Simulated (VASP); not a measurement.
Input of a VASP 6.6.1 run:

The input POSCAR:

```
PbS
1.0
    2.0637484134     -5.8692756837      0.0000000000
    2.0637484134      5.8692756837      0.0000000000
    0.0000000000      0.0000000000      4.2604423684
Pb S
2 2
Direct
    0.8722772593      0.1277227407      0.7500000000
    0.1277227407      0.8722772593      0.2500000000
    0.6436799881      0.3563200119      0.7500000000
    0.3563200119      0.6436799881      0.2500000000
```

Contents of INCAR.step1:

```
SYSTEM = PbS
  PREC = Accurate
  ENCUT = 520
  ISMEAR = 0
  SIGMA = 0.01
  LREAL = .FALSE.
  LASPH = .TRUE.
  NELM = 100
  NBANDS = 28
  GGA = PE
  ALGO = Normal
  EDIFF = 1E-4
  LWAVE = .TRUE.
  LCHARG = .FALSE.
```

The input INCAR.step2:

```
SYSTEM = PbS
  PREC = Accurate
  ENCUT = 520
  EDIFF = 1E-6
  ISMEAR = 0
  SIGMA = 0.01
  LREAL = .FALSE.
  LASPH = .TRUE.
  NELM = 100
  ALGO = Normal
  ISIF = 2
  LWAVE = .FALSE.
  LCHARG = .FALSE.
  METAGGA = R2SCAN
  LMIXTAU = .TRUE.
  NBANDS = 28
  ISTART = 1
```

The input KPOINTS:

```
regular mesh
0
G
  6 6 6
  0 0 0
```

Potentials or basis: VASP PAW PBE potentials, release 64 (Pb_d, S).

The run is started by

```bash
$ cat potpaw_PBE.64/Pb_d/POTCAR potpaw_PBE.64/S/POTCAR > POTCAR
$ cp INCAR.step1 INCAR
$ mpirun -np 1 vasp_std > vasp.out
$ cp INCAR.step2 INCAR
$ mpirun -np 1 vasp_std > vasp.out
```

What does it give for the band gap on the k mesh?

1.43 eV (least direct gap 1.67 eV).

Estimate the pressure.

1.0 GPa.

Forces in eV/Å, atoms in the order of the input:
```
Pb   0.000  0.020  0.000
Pb   0.000 -0.020  0.000
S    0.000 -0.008  0.000
S    0.000  0.008  0.000
```

Caveat: the PAW data sets were made with another functional, which shifts forces and pressure a little; spin-orbit coupling is left out, which moves the levels of the heavy elements. A k mesh can miss the band edges.
